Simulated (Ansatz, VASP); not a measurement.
EuH4: VASP beside Ansatz

```
Eu H
1.0
     3.71495    0.00000    0.00000
    -1.85748    3.21724    0.00000
     0.00000    0.00000    3.68813
Eu H
1 4
Direct
  0.00000 0.00000 0.00000
  0.49962 0.50038 0.50000
  0.49962 0.99924 0.50000
  0.00076 0.50038 0.50000
  0.66667 0.33333 0.00000
```

Alike in both runs: functional PBE; k mesh 12 × 12 × 10; occupations gaussian, width 0.1 eV; collinear spin.

Ansatz relaxed the structure, and its values are those at the end. VASP's run is a single point on that final structure, the one shown.

|  | VASP | Ansatz |
| --- | --- | --- |
| version | VASP 6.6.1 | Ansatz 0.2.0 |
| potentials or method | VASP PAW PBE potentials, release 64 (Eu, H), cutoff 520 eV | scalar-relativistic, plane waves, PAW |
| valence electrons in the cell | 21 | 21 |

Ansatz gave:

```
gap on the k mesh at the Fermi level (eV)                     : none
pressure (GPa)                                                : 0.0
net moment per atom (μB)                                      : 1.38
size of the moment on the site where the two differ most (μB) : 6.22
```

Problem. What did VASP give for the same quantities?

Solution. gap on the k mesh at the Fermi level (eV): none; pressure (GPa): -0.2; net moment per atom (μB): 1.38; size of the moment on the site where the two differ most (μB): 6.40.

Site moments also hang on the region over which each program counts them. A gap of «none» marks a metal or a gap that the smearing closes.

Neither program's run includes spin-orbit coupling.
